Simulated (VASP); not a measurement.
**Pd: single point with LDA**

The system is Pd.

```
Pd
1.0
     0.00000    1.94642    1.94642
     1.94642    0.00000    1.94642
     1.94642    1.94642    0.00000
Pd
1
Direct
  0.00000 0.00000 0.00000
```

This cell differs from its parent crystal: volume scaled by 1.04.

- Program: VASP 6.6.1
- Task: single point
- Functional: LDA
- Potentials or basis: VASP PAW LDA potentials, release 64 (Pd)
- Cutoff: 520 eV
- k mesh: 23 × 23 × 23
- Occupations: fermi-dirac, width 0.1 eV
- Spin: no spin polarisation

```
Pressure               : -7.8 GPa
Band gap on the k mesh : zero (band 5 reaches 9.87 eV, above the bottom of band 6 at 8.29 eV)
```

Levels at points of the mesh, in eV from the Fermi level:
```tsv
k point	band 3	band 4	band 5	band 6	band 7	band 8
(0.00, 0.00, 0.00)	-2.90	-2.90	-1.25	-1.25	17.11	21.83
```

Run time: 51 s on 1 thread of Intel Xeon 8259CL, on a shared host, peak memory 0.17 GiB.
